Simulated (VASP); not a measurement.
# AlGaN2: single point with LDA

AlGaN2:

```
Al Ga N
1.0
     3.11529    0.00000    0.00000
     0.00000    3.11529    0.00000
     0.00000    0.00000    4.64739
Al Ga N
1 1 2
Cartesian
  1.5576 1.5576 2.3237
  0.0000 0.0000 0.0000
  1.5576 0.0000 3.4434
  0.0000 1.5576 1.2040
```

This cell differs from its parent crystal: strain along c alone, the other axes held: +6.0 %, then relaxed in part.

| Item | Value |
| --- | --- |
| Program | VASP 6.6.1 |
| Task | single point |
| Functional | LDA |
| Potentials or basis | VASP PAW LDA potentials, release 64 (Al, Ga_d, N) |
| Cutoff | 520 eV |
| k mesh | 8 × 8 × 6 |
| Occupations | gaussian, width 0.02 eV |
| Spin | no spin polarisation |
| Dipole correction | no |
| Further INCAR settings | ALGO = Normal; EDIFF = 1e-07; NBANDS = 21 |

The pressure is -10.1 GPa. The largest force is 0.031 eV/Å and the band gap on the k mesh is 2.53 eV, direct.

Forces on the atoms (eV/Å):
```
Al   0.000  0.000  0.000
Ga   0.000  0.000  0.000
N    0.000  0.000 -0.031
N    0.000  0.000  0.031
```

Stress tensor (GPa, compression positive):
```
 -7.18   0.00   0.00
  0.00  -7.18   0.00
  0.00   0.00 -15.98
```

Levels at points of the mesh, in eV from the valence-band top:
| k point | band 9 | band 10 | band 11 | band 12 | band 13 | band 14 | band 15 | band 16 | band 17 | band 18 |
| --- | --- | --- | --- | --- | --- | --- | --- | --- | --- | --- |
| (0.00, 0.00, 0.00) | -2.05 | -2.05 | -0.44 | 0.00 | 0.00 | 2.53 | 3.55 | 7.77 | 10.72 | 10.72 |
| (0.50, 0.00, 0.00) | -4.55 | -3.19 | -3.17 | -0.80 | -0.52 | 6.74 | 6.97 | 8.10 | 8.31 | 9.17 |
| (0.50, 0.50, 0.00) | -4.80 | -2.46 | -2.44 | -2.44 | -2.41 | 3.04 | 3.04 | 5.61 | 8.11 | 12.09 |
| (0.00, 0.00, 0.50) | -2.89 | -1.38 | -1.38 | -0.87 | -0.87 | 4.93 | 4.94 | 7.49 | 9.15 | 10.70 |
| (0.50, 0.00, 0.50) | -6.15 | -1.12 | -0.97 | -0.78 | -0.43 | 4.67 | 6.05 | 8.82 | 9.10 | 9.66 |
| (0.50, 0.50, 0.50) | -4.31 | -3.89 | -3.24 | -3.21 | -3.21 | 5.63 | 5.63 | 8.17 | 9.76 | 9.76 |

Run time: 25 s on 1 thread of AMD EPYC 9R45 96-Core Processor (Zen 5) (shared host), peak memory 0.15 GiB.

Caveat: the cell differs from its parent crystal (strain along c alone, the other axes held: +6.0 %, then relaxed in part).
